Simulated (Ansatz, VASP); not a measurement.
## Tl in VASP and in Ansatz

```
Tl
1.0
     3.06720    0.00000    0.00000
     0.00000    3.06720    0.00000
     0.00000    0.00000    3.06720
Tl
1
Direct
  0.00000 0.00000 0.00000
```

Alike in both runs: functional LDA; k mesh 13 × 13 × 13; occupations fermi-dirac, width 0.05 eV; non-collinear spin, spin-orbit coupling.

Ansatz relaxed the structure, and its values are those at the end. VASP's run is a single point on that final structure, the one shown.

|  | VASP | Ansatz |
| --- | --- | --- |
| version | VASP 6.6.1 | Ansatz 0.2.0 |
| potentials or method | VASP PAW LDA potentials, release 64 (Tl_d) | PAW with Ansatz's default frozen-core files, fully relativistic files with spin-orbit coupling |
| plane-wave cutoff (eV) | 520 | 420 |
| valence electrons in the cell | 13 | 13 |

Ansatz gave:

```
pressure (GPa) : 0.0
```

Question: Which values does VASP return?

Answer: Pressure (GPa): 0.4.

LDA's correlation is that of Perdew and Zunger in VASP and of Perdew and Wang (1992) in Ansatz.
